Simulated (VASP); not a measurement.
**TaN: electric field gradients with PBE**

Crystal: TaN.

```
CELL_PARAMETERS angstrom
3.05000 0.00000 0.00000
-1.52500 2.64138 0.00000
0.00000 0.00000 4.94000
ATOMIC_POSITIONS crystal
Ta 0.33333 0.66667 0.00000
Ta 0.66667 0.33333 0.50000
N 0.33333 0.66667 0.38500
N 0.66667 0.33333 0.88500
```

```json
{
 "Program": "VASP 6.6.1",
 "Task": "electric field gradients",
 "Functional": "PBE",
 "Potentials or basis": "VASP PAW PBE potentials, release 64 (Ta_pv, N)",
 "Cutoff": "520 eV",
 "k mesh": "11 × 11 × 6",
 "Occupations": "fermi-dirac, width 0.02 eV",
 "Spin": "collinear spin, ferromagnetic start",
 "Starting moments": "[2.0, 2.0, 0.0, 0.0] μB",
 "Dipole correction": "no",
 "Further INCAR settings": "ALGO = Normal; EDIFF = 1e-08; NBANDS = 28"
}
```

```json
{
 "Pressure": "140.2 GPa",
 "Largest force": "2.434 eV/Å",
 "Band gap on the k mesh": "zero (filled and empty bands overlap)",
 "Net moment": "0.00 μB per cell",
 "Valence electrons inside the program's atomic spheres": "Ta 9.81; N 4.06"
}
```

Forces on the atoms (eV/Å):
```
Ta   0.000  0.000  2.434
Ta   0.000  0.000  2.434
N    0.000  0.000 -2.434
N    0.000  0.000 -2.434
```

Stress tensor (GPa, compression positive):
```
148.40   0.00   0.00
  0.00 148.40   0.00
  0.00   0.00 123.79
```

Levels at points of the mesh, in eV from the Fermi level:
Spin up:
```csv
k point,band 14,band 15,band 16,band 17,band 18,band 19
"(0.00, 0.00, 0.00)",-7.56,-0.82,-0.82,-0.34,2.15,2.68
"(0.00, 0.00, 0.50)",-8.46,1.22,1.22,1.22,1.22,1.87
```
Spin down:
```
           k point  band 14  band 15  band 16  band 17  band 18  band 19
(0.00, 0.00, 0.00)    -7.56    -0.82    -0.82    -0.34     2.15     2.68
(0.00, 0.00, 0.50)    -8.46     1.22     1.22     1.22     1.22     1.87
```

Electric field gradients, principal values (V/Å²):
```tsv
atom	least	middle	greatest (by size)
1 Ta	-62.656	-62.657	125.312
2 Ta	-62.656	-62.657	125.312
3 N	-5.425	-5.427	10.852
4 N	-5.425	-5.427	10.852
```

It took 97 s on 1 thread of AMD EPYC 9R45 96-Core Processor (Zen 5), on a shared host, peak memory 0.21 GiB.

Caveat: without QUAD_EFG the Cq values of the log hold for a quadrupole moment of 1 mb, not for the nuclei; spin-orbit coupling is left out, which moves the levels of the heavy elements; forces of over 1 eV/Å act on the atoms, so gaps and moduli don't describe the material at rest.
